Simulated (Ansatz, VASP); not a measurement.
BeS in VASP and in Ansatz

```xyz
4
Lattice="3.2331 0.0000 0.0000 -1.6166 2.8000 0.0000 0.0000 0.0000 5.1398" Properties=species:S:1:pos:R:3 pbc="T T T"
Be    0.0000    0.0000    0.0000
Be    0.0000    0.0000    2.5699
S     0.0000    1.8666    1.2850
S     1.6166    0.9333    3.8549
```

Alike in both runs: task single point; functional PBE; k mesh 9 × 9 × 4; no spin polarisation.

```csv
,VASP,Ansatz
version,VASP 6.6.1,Ansatz 0.2.0
potentials or method,"VASP PAW PBE potentials, release 64 (Be, S)","plane waves, PAW"
plane-wave cutoff (eV),520,420
occupations,"gaussian, width 0.01 eV",fixed
valence electrons in the cell,16,16
```

VASP gave:

- gap on the k mesh at the Fermi level (eV): 1.40
- pressure (GPa): 7.5
- traceless stress, the component that is largest in VASP (GPa): -0.06

Task: What did Ansatz give for the same quantities?

Result: gap on the k mesh at the Fermi level (eV): 1.39; pressure (GPa): 7.6; traceless stress, the component that is largest in VASP (GPa): -0.06.
